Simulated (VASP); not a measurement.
# Sr (Im-3m) in VASP: further runs

The runs below take Sr through single point, relaxation of cell and atoms, with PBE.

Program: VASP 6.6.1. These are calculated values, not measurements. Logs are shortened: lines on timing, memory, paths and dates and some standing lists are left out, and cuts for length are marked.

## 1. The cell of the first run

The structure is cubic, space group Im-3m (No. 229). The conventional cell has a = 4.758 Å, b = 4.758 Å, c = 4.758 Å, α = 90.00°, β = 90.00°, γ = 90.00°. Within 5.4 Å of Sr (site symmetry m-3m) lie 14 Sr at 4.12 to 4.76 Å.

This isn't the form of Sr at room conditions, which is fcc.

## 2. Single point, PBE

Input file INCAR:

```
SYSTEM = Sr
  ALGO = Normal
  EDIFF = 1E-6
  ENCUT = 520
  GGA = PE
  ISIF = 2
  ISMEAR = -1
  LASPH = .True.
  LCHARG = .False.
  LREAL = .False.
  LWAVE = .False.
  NBANDS = 11
  NELM = 60
  PREC = Accurate
  SIGMA = 0.05
```

Input file KPOINTS:

```
k-points
0
Gamma
  12 12 12
  0 0 0
```

Input file POSCAR:

```
Sr
1.0
   -2.3790106022      2.3790106022      2.3790106022
    2.3790106022     -2.3790106022      2.3790106022
    2.3790106022      2.3790106022     -2.3790106022
Sr
1
Direct
    0.0000000000      0.0000000000      0.0000000000
```

Potentials or basis: VASP PAW PBE potentials, release 64 (Sr_sv).

Started as:

```console
cat potpaw_PBE.64/Sr_sv/POTCAR > POTCAR
mpirun -np 1 vasp_std > vasp.out
```

OUTCAR:

```text
SYSTEM = Sr
   EDIFF = 1E-6
   ENCUT = 520
   GGA = PE
   ISIF = 2
   ISMEAR = -1
   LASPH = .True.
   LREAL = .False.
   NELM = 60
   PREC = Accurate

 ion  position               nearest neighbor table
   1  0.000  0.000  0.000-

  LATTYP: Found a body centered cubic cell.
 ALAT       =     4.7580212044

  Lattice vectors:

 A1 = (  -2.3790106022,   2.3790106022,   2.3790106022)
 A2 = (   2.3790106022,  -2.3790106022,   2.3790106022)
 A3 = (   2.3790106022,   2.3790106022,  -2.3790106022)

Analysis of symmetry for initial positions (statically):
=====================================================================
 Subroutine PRICEL returns:
 Original cell was already a primitive cell.

 Routine SETGRP: Setting up the symmetry group for a
 body centered cubic supercell.

 Subroutine GETGRP returns: Found 48 space group operations
 (whereof 48 operations were pure point group operations)
 out of a pool of 48 trial point group operations.

The static configuration has the point symmetry O_h .

Analysis of symmetry for dynamics (positions and initial velocities):
=====================================================================
 Subroutine PRICEL returns:
 Original cell was already a primitive cell.

 Routine SETGRP: Setting up the symmetry group for a
 body centered cubic supercell.

 Subroutine GETGRP returns: Found 48 space group operations
 (whereof 48 operations were pure point group operations)
 out of a pool of 48 trial point group operations.

The dynamic configuration has the point symmetry O_h .

 Subroutine INISYM returns: Found 48 space group operations
 (whereof 48 operations are pure point group operations),
 and found     1 'primitive' translations

----------------------------------------------------------------------------------------

                                     Primitive cell

  volume of cell :      53.8579

  direct lattice vectors                    reciprocal lattice vectors
    -2.379010602  2.379010602  2.379010602     0.000000000  0.210171405  0.210171405
     2.379010602 -2.379010602  2.379010602     0.210171405  0.000000000  0.210171405
     2.379010602  2.379010602 -2.379010602     0.210171405  0.210171405  0.000000000

  length of vectors
     4.120567235  4.120567235  4.120567235     0.297227251  0.297227251  0.297227251

  position of ions in fractional coordinates (direct lattice)
     0.000000000  0.000000000  0.000000000

  ion indices of the primitive-cell ions
   primitive index   ion index
                 1           1

----------------------------------------------------------------------------------------

 KPOINTS: k-points

Automatic generation of k-mesh.
 Grid dimensions read from file:
 generate k-points for:   12   12   12

 Generating k-lattice:

  Cartesian coordinates                     Fractional coordinates (reciprocal lattice)
     0.000000000  0.017514284  0.017514284     0.083333333  0.000000000  0.000000000
     0.017514284  0.000000000  0.017514284     0.000000000  0.083333333  0.000000000
     0.017514284  0.017514284  0.000000000     0.000000000  0.000000000  0.083333333

  Length of vectors
     0.024768938  0.024768938  0.024768938

  Shift w.r.t. Gamma in fractional coordinates (k-lattice)
     0.000000000  0.000000000  0.000000000

 Subroutine IBZKPT returns following result:
 ===========================================

 Found     72 irreducible k-points:

 Following reciprocal coordinates:
            Coordinates               Weight
  0.000000  0.000000  0.000000      1.000000
  0.083333  0.000000  0.000000     12.000000
  0.166667  0.000000  0.000000     12.000000
  0.250000  0.000000  0.000000     12.000000
  0.333333  0.000000  0.000000     12.000000
  0.416667  0.000000  0.000000     12.000000
[... 16 lines left out ...]
  0.333333  0.083333  0.083333     24.000000
  0.416667  0.083333  0.083333     12.000000
 [... further k-points ...]
   k-points           NKPTS =     72   k-points in BZ     NKDIM =     72   number of bands    NBANDS=     11
   number of dos      NEDOS =    301   number of ions     NIONS =      1
   total plane-waves  NPLWV =  32768
   dimension x,y,z NGX =    32 NGY =   32 NGZ =   32
   dimension x,y,z NGXF=    64 NGYF=   64 NGZF=   64
   ions per type =               1
   NGX,Y,Z   is equivalent  to a cutoff of  12.91, 12.91, 12.91 a.u.
   NGXF,Y,Z  is equivalent  to a cutoff of  25.82, 25.82, 25.82 a.u.
 SYSTEM =  Sr
   PREC   = accura    normal or accurate (medium, high low for compatibility)
   ISTART =      0    job   : 0-new  1-cont  2-samecut
   ICHARG =      2    charge: 1-file 2-atom 10-const
   ISPIN  =      1    spin polarized calculation?
   LNONCOLLINEAR =      F non collinear calculations
   LSORBIT =      F    spin-orbit coupling
   LASPH  =      T    aspherical Exc in radial PAW
   ENCUT  =  520.0 eV  38.22 Ry    6.18 a.u.   7.66  7.66  7.66*2*pi/ulx,y,z
   NELM   =     60;   NELMIN=  2; NELMDL= -5     # of ELM steps
   EDIFF  = 0.1E-05   stopping-criterion for ELM
   LREAL  =      F    real-space projection
   EDIFFG = 0.1E-04   stopping-criterion for IOM
   NSW    =      0    number of steps for IOM
   IBRION =     -1    ionic relax: 0-MD 1-quasi-New 2-CG
   NFREE  =      0    steps in history (QN), initial steepest desc. (CG)
   ISIF   =      2    stress and relaxation
   ISYM   =      2    0-nonsym 1-usesym 2-fastsym
   POTIM  = 0.5000    time-step for ionic-motion
   TEBEG  =    0.0;   TEEND  =   0.0 temperature during run
   PSTRESS=    0.0 pullay stress
   NELECT =      10.0000    total number of electrons
   NUPDOWN=      -1.0000    fix difference up-down
   EMIN   =  10.00;   EMAX   =-10.00  energy-range for DOS
   EFERMI =   0.00;   METHOD = LEGACY
   ISMEAR =    -1;   SIGMA  =   0.05  broadening in eV -4-tet -1-fermi 0-gaus
   EFERMI_NEDOS =   21; number of points for ismear=-14 and -15
   IALGO  =     38    algorithm
   IMIX   =      4    mixing-type and parameters
     AMIX     =   0.40;   BMIX     =  1.00
     AMIX_MAG =   1.60;   BMIX_MAG =  1.00
  volume/ion in A,a.u.               =      53.86       363.45
  Fermi-wavevector in a.u.,A,eV,Ry     =   0.933953  1.764916 11.867935  0.872269
  Thomas-Fermi vector in A             =   2.060708
   LORBIT       =      0    0 simple, 1 ext, 2 COOP (PROOUT), +10 PAW based schemes
   GGA     = PE    functional components
   LHFCALC =     F    Hartree Fock is set to
   AEXX    =    0.0000 exact exchange contribution
   IVDW    =     0    specifies the selected vdW correction
   LEPSILON=     F    determine dielectric tensor
   LRPA    =     F    only Hartree local field effects (RPA)
 non-spin polarized calculation
  energy-cutoff  :      520.00
  volume of cell :       53.86
 maximum number of plane-waves:      1481
   NGX = 15   NGY = 15   NGZ = 15

 number of electron      10.0000000 magnetization

 Free energy of the ion-electron system (eV)
  ---------------------------------------------------
  ext. energy  EPLUGINS =         0.00000000
  ---------------------------------------------------
  free energy    TOTEN  =        -1.63598148 eV

  energy without entropy =       -1.62555597  energy(sigma->0) =       -1.63076872

 E-fermi :   1.6649     XC(G=0):  -7.4111

 val. band max:        1.6606540057   @ k =  -0.4167   0.5000   0.3333
 cond. band min:       1.6747427172   @ k =   0.5000   0.5000   0.2500
 fundamental gap:      0.0140887115
 Fermi energy:         1.6648702203

 k-point     1 :       0.0000    0.0000    0.0000
  band No.  band energies     occupation
      1     -34.9157      2.00000
      2     -16.7980      2.00000
      3     -16.7980      2.00000
      4     -16.7980      2.00000
      5      -2.0146      2.00000
      6       4.0590      0.00000
      7       4.0590      0.00000
      8       4.0590      0.00000
      9       5.4031      0.00000
     10       5.4031      0.00000
     11       9.8099      0.00000

 k-point     2 :       0.0833    0.0000    0.0000
  band No.  band energies     occupation
      1     -34.9146      2.00000
      2     -16.8128      2.00000
      3     -16.8028      2.00000
      4     -16.7980      2.00000
      5      -1.8939      2.00000
      6       3.9506      0.00000
      7       3.9825      0.00000
      8       4.1763      0.00000
      9       5.2437      0.00000
     10       5.3964      0.00000
     11       9.9362      0.00000

 k-point     3 :       0.1667    0.0000    0.0000
  band No.  band energies     occupation
      1     -34.9115      2.00000
      2     -16.8527      2.00000
      3     -16.8159      2.00000
      4     -16.7981      2.00000
      5      -1.5437      2.00000
      6       3.6538      0.00000
      7       3.6857      0.00000
      8       4.5230      0.00000
      9       5.0893      0.00000
     10       5.4004      0.00000
     11      10.0784      0.00000

 k-point     4 :       0.2500    0.0000    0.0000
  band No.  band energies     occupation
      1     -34.9073      2.00000
      2     -16.9064      2.00000
      3     -16.8336      2.00000
      4     -16.7981      2.00000
      5      -1.0012      2.00000
      6       3.1158      0.00000
      7       3.3774      0.00000
      8       5.0835      0.00000
      9       5.1567      0.00000
     10       5.4613      0.00000
     11       9.6035      0.00000

 k-point     5 :       0.3333    0.0000    0.0000
  band No.  band energies     occupation
      1     -34.9031      2.00000
      2     -16.9591      2.00000
      3     -16.8513      2.00000
      4     -16.7982      2.00000
      5      -0.3372      2.00000
      6       2.5770      0.00000
      7       3.1119      0.00000
      8       5.2751      0.00000
      9       5.6051      0.00000
     10       5.8237      0.00000
     11       8.6261      0.00000
[... 211 lines left out ...]
 k-point    21 :       0.1667    0.0833    0.0833
  band No.  band energies     occupation
      1     -34.9061      2.00000
      2     -16.9226      2.00000
      3     -16.8280      2.00000
      4     -16.8098      2.00000
      5      -0.7874      2.00000
      6       2.9839      0.00000
      7       3.1191      0.00000
      8       5.3022      0.00000
      9       5.4020      0.00000
     10       5.5084      0.00000
     11       9.5189      0.00000

 k-point    22 :       0.2500    0.0833    0.0833
  band No.  band energies     occupation
      1     -34.9024      2.00000
      2     -16.9610      2.00000
      3     -16.8514      2.00000
      4     -16.8109      2.00000
      5      -0.1271      2.00000
      6       2.5209      0.00000
      7       2.8772      0.00000
      8       5.4039      0.00000
      9       5.6912      0.00000
     10       6.0528      0.00000
     11       8.2634      0.00000

 k-point    23 :       0.3333    0.0833    0.0833
  band No.  band energies     occupation
      1     -34.8996      2.00000
      2     -16.9870      2.00000
      3     -16.8702      2.00000
      4     -16.8117      2.00000
      5       0.5378      2.00000
      6       2.1162      0.00024
      7       2.7272      0.00000
      8       5.4013      0.00000
      9       5.8544      0.00000
     10       6.6748      0.00000
     11       7.5151      0.00000

 k-point    24 :       0.4167    0.0833    0.0833
  band No.  band energies     occupation
      1     -34.8986      2.00000
      2     -16.9963      2.00000
      3     -16.8773      2.00000
      4     -16.8120      2.00000
      5       0.8936      2.00000
      6       1.8918      0.02117
      7       2.6765      0.00000
      8       5.3330      0.00000
      9       5.9305      0.00000
     10       6.9534      0.00000
     11       7.3423      0.00000

 [... further k-points ...]

------------------------ aborting loop because EDIFF is reached ----------------------------------------

  FORCE on cell =-STRESS in cart. coord.  units (eV):
  Direction    XX          YY          ZZ          XY          YZ          ZX
  --------------------------------------------------------------------------------------
  -------------------------------------------------------------------------------------
  Total        0.0052943      0.0052943      0.0052943     -0.0000000     -0.0000000      0.0000000
  in kB        0.1574966      0.1574966      0.1574966     -0.0000000     -0.0000000      0.0000000
  external PRESSURE =       0.1574966 kB  Pullay stress =       0.0000000 kB

 VOLUME and BASIS-vectors are now :
 -----------------------------------------------------------------------------
  energy-cutoff  :      520.00
  volume of cell :       53.86
      direct lattice vectors                 reciprocal lattice vectors
    -2.379010602  2.379010602  2.379010602     0.000000000  0.210171405  0.210171405
     2.379010602 -2.379010602  2.379010602     0.210171405  0.000000000  0.210171405
     2.379010602  2.379010602 -2.379010602     0.210171405  0.210171405  0.000000000

 POSITION                                       TOTAL-FORCE (eV/Angst)
 -----------------------------------------------------------------------------------
      0.00000      0.00000      0.00000         0.000000      0.000000      0.000000
 -----------------------------------------------------------------------------------
    total drift:                                0.000000      0.000000     -0.000000

  FREE ENERGIE OF THE ION-ELECTRON SYSTEM (eV)
  ---------------------------------------------------
  free  energy   TOTEN  =        -1.6359814779 eV

  energy  without entropy=       -1.6255559653  energy(sigma->0) =       -1.63076872
```

It took 21 s on 1 thread of Intel Xeon 8259CL, shared host; peak memory 0.2 GiB.

Results:

```
Free energy            : -1.6360 eV
Pressure               : 0.0 GPa
Band gap on the k mesh : zero (bands 5 and 6 overlap by 0.51 eV)
```

Levels at points of the mesh, in eV from the Fermi level:
```tsv
k point	band 3	band 4	band 5	band 6	band 7	band 8
(0.00, 0.00, 0.00)	-18.46	-18.46	-3.68	2.39	2.39	2.39
(0.50, 0.00, 0.00)	-18.53	-18.46	-1.02	0.25	1.21	3.56
(0.50, 0.50, 0.50)	-18.61	-18.61	-0.17	-0.17	3.70	3.70
```

## 3. Single point, PBE

Input file INCAR:

```
PREC     = Accurate       # precision mode
ENCUT    = 520            # plane-wave cutoff, eV
EDIFF    = 1E-7           # SCF threshold, eV
ISMEAR   = -1             # smearing method
SIGMA    = 0.05           # smearing width, eV
LREAL    = False          # projectors in reciprocal space
LASPH    = True           # aspherical terms in the spheres
NELM     = 80             # most SCF steps
ALGO     = Normal         # electronic algorithm
ISIF     = 2              # what is computed and relaxed
LWAVE    = False          # write WAVECAR
LCHARG   = False          # write CHGCAR
GGA      = PE             # functional
NBANDS   = 11             # bands
```

Input file KPOINTS:

```
Automatic mesh
0
Gamma
  12 12 12
```

POSCAR is that of step 2.

Potentials or basis: VASP PAW PBE potentials, release 64 (Sr_sv).

Started as:

```console
cat potpaw_PBE.64/Sr_sv/POTCAR > POTCAR
mpirun -np 1 vasp_std > vasp.out
```

It took 24 s on 1 thread of Intel Xeon 8259CL, shared host; peak memory 0.2 GiB.

The run converged. Its results:

```yaml
Free_energy: -1.6360 eV
Pressure: 0.0 GPa
Band_gap_on_the_k_mesh: zero (bands 5 and 6 overlap by 0.51 eV)
```

Levels at points of the mesh, in eV from the Fermi level:
| k point | band 2 | band 3 | band 4 | band 5 | band 6 | band 7 | band 8 | band 9 |
| --- | --- | --- | --- | --- | --- | --- | --- | --- |
| (0.00, 0.00, 0.00) | -18.46 | -18.46 | -18.46 | -3.68 | 2.39 | 2.39 | 2.39 | 3.74 |
| (0.50, 0.00, 0.00) | -18.68 | -18.53 | -18.46 | -1.02 | 0.25 | 1.21 | 3.56 | 4.24 |
| (0.50, 0.50, 0.50) | -18.61 | -18.61 | -18.61 | -0.17 | -0.17 | 3.70 | 3.70 | 3.70 |

[end of part 1 of 2]
